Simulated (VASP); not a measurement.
Write the native input for VASP 6.6.1 that does the following.

* Task: single point
* Functional: PBEsol
* Potentials or basis: VASP PAW PBE potentials, release 64 (Al)
* Cutoff: 520 eV
* k mesh: 24 × 24 × 24
* Occupations: gaussian, width 0.15 eV
* Spin: no spin polarisation
* Dipole correction: no
* Further INCAR settings: ALGO = Normal; EDIFF = 1e-07; NBANDS = 8

The structure of Al lies in POSCAR:

```
Al
1.0
   -1.5655493837      1.5655493837      1.6438268529
    1.5655493837     -1.5655493837      1.6438268529
    1.5655493837      1.5655493837     -1.6438268529
Al
1
Direct
    0.0000000000      0.0000000000      0.0000000000
```

This cell differs from its parent crystal: ratio of the length along z to the lengths across it x 1.05, volume and fractional coordinates fixed.

These files were run (other wordings do the same):

INCAR

```
PREC = Accurate
ENCUT = 520
EDIFF = 1E-7
ISMEAR = 0
SIGMA = 0.15
LREAL = F
LASPH = T
NELM = 100
ALGO = Normal
ISIF = 2
LWAVE = F
LCHARG = F
GGA = PS
NBANDS = 8
```

KPOINTS

```
regular mesh
0
Gamma
  24 24 24
```

Potentials or basis: VASP PAW PBE potentials, release 64 (Al).

Run with:

```console
$ cat potpaw_PBE.64/Al/POTCAR > POTCAR
$ mpirun -np 1 vasp_std > vasp.out
```

It gave:

* Pressure: 2.2 GPa
* Band gap on the k mesh: zero (an odd number of electrons rules out a gap without spin polarisation)

Caveat: the PAW data sets were made with another functional, which shifts forces and pressure a little.

Wall time 2.2 min on 1 thread of Intel Xeon 8259CL, with other jobs on the host, peak memory 0.23 GiB.
